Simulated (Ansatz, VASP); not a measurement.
## One calculation of Ag, two programs

```
Ag
1.0
     0.00000    2.09418    1.94094
     2.09418    0.00000    1.94094
     2.09418    2.09418    0.00000
Ag
1
Direct
  0.00000 0.00000 0.00000
```

Change from the starting cell: strain +0.025 along x and y, -0.050 along z, atoms carried along.

Alike in both runs: task single point; functional PBEsol; k mesh 20 × 20 × 20; occupations gaussian, width 0.15 eV; no spin polarisation.

|  | VASP | Ansatz |
| --- | --- | --- |
| version | VASP 6.6.1 | Ansatz 0.2.0 |
| potentials or method | VASP PAW PBE potentials, release 64 (Ag), cutoff 520 eV | scalar-relativistic, plane waves, PAW |
| valence electrons in the cell | 11 | 19 |

Ansatz gave:

```
gap on the k mesh at the Fermi level (eV)                     : none
pressure (GPa)                                                : -2.3
traceless stress, the component that is largest in VASP (GPa) : 1.51
```

Task: Estimate VASP's values.

Result: gap on the k mesh at the Fermi level (eV): none; pressure (GPa): -2.5; traceless stress, the component that is largest in VASP (GPa): 1.50.

VASP's potentials were made for PBE, not for PBEsol. A gap of «none» marks a metal or a gap that the smearing closes. The functional is the same, so the differences come from potentials, cutoffs and numerics. VASP's potentials hold 11 valence electrons a cell and Ansatz's 19, so a difference there can come from the potentials and not from the codes.
